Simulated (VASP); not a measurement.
## Mn: single point with r2SCAN

The system is Mn.

```xyz
2
Lattice="2.4501 0.0000 0.0000 -1.2250 2.1218 0.0000 0.0000 0.0000 3.9718" Properties=species:S:1:pos:R:3 pbc="T T T"
Mn    0.0000    1.4146    0.9929
Mn    1.2250    0.7073    2.9788
```

This isn't the form of Mn at room conditions, which is a 58-atom cubic cell.

```
Program                : VASP 6.6.1
Task                   : single point
Functional             : r2SCAN
Potentials or basis    : VASP PAW PBE potentials, release 64 (Mn_pv)
Cutoff                 : 520 eV
k mesh                 : 12 × 12 × 7
Occupations            : fermi-dirac, width 0.05 eV
Spin                   : collinear spin, ferromagnetic start
Starting moments       : [4.0, 4.0] μB
Dipole correction      : no
Further INCAR settings : ALGO = Normal; EDIFF = 1e-06; NBANDS = 24
```

| Quantity | Value |
| --- | --- |
| Pressure | 3.1 GPa |
| Band gap on the k mesh | zero (filled and empty bands overlap) |
| Net moment | 0.00 μB per cell |
| Valence electrons inside the program's atomic spheres | Mn 12.10 |

Stress tensor (GPa, compression positive):
```
2.57 0.00 0.00
0.00 2.57 0.00
0.00 0.00 4.01
```

Levels at points of the mesh, in eV from the Fermi level:
Spin up:
| k point | band 11 | band 12 | band 13 | band 14 | band 15 | band 16 |
| --- | --- | --- | --- | --- | --- | --- |
| (0.00, 0.00, 0.00) | -1.02 | -0.51 | -0.51 | 0.10 | 0.10 | 0.62 |
| (0.50, 0.00, 0.00) | -1.22 | -1.02 | -0.47 | 2.00 | 2.17 | 2.24 |
Spin down:
```tsv
k point	band 11	band 12	band 13	band 14	band 15	band 16
(0.00, 0.00, 0.00)	-1.02	-0.51	-0.51	0.10	0.10	0.62
(0.50, 0.00, 0.00)	-1.22	-1.02	-0.47	2.00	2.17	2.24
```

Wall time 2.8 min on 1 thread of AMD EPYC 9R45 96-Core Processor (Zen 5), on a shared host, peak memory 0.15 GiB.

Caveat: the cell stands under pressure; the PAW data sets were made with another functional, which shifts forces and pressure a little.
